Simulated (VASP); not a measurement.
Here is a VASP 6.6.1 calculation.

Contents of INCAR:

```
PREC = Accurate
ENCUT = 520
EDIFF = 1E-6
ISMEAR = 0
SIGMA = 0.1
LREAL = False
LASPH = True
NELM = 100
ALGO = Normal
ISIF = 2
LWAVE = False
LCHARG = True
GGA = PE
LELF = True
LVHAR = True
NBANDS = 28
```

Contents of KPOINTS:

```
Automatic mesh
0
Gamma
  6 6 4
```

POSCAR

```
Nb2P3
1.0
    5.2300747214      0.0000000000      0.0000000000
   -2.6150373607      4.5293775724      0.0000000000
    0.0000000000      0.0000000000      4.0840118727
Nb P
2 3
Direct
    0.6666666667      0.3333333333      0.8816780791
    0.3333333333      0.6666666667      0.8816780791
    0.5000000000      0.0000000000      0.3817121659
    0.0000000000      0.5000000000      0.3817121659
    0.5000000000      0.5000000000      0.3817121659
```

Potentials or basis: VASP PAW PBE potentials, release 64 (Nb_sv, P).

The run is started by

```bash
$ cat potpaw_PBE.64/Nb_sv/POTCAR potpaw_PBE.64/P/POTCAR > POTCAR
$ mpirun -np 1 vasp_std > vasp.out
```

(1) What does it give for the pressure?

Answers

(1) -0.3 GPa.

Caveat: the k points lie up to 0.38 Å⁻¹ apart.
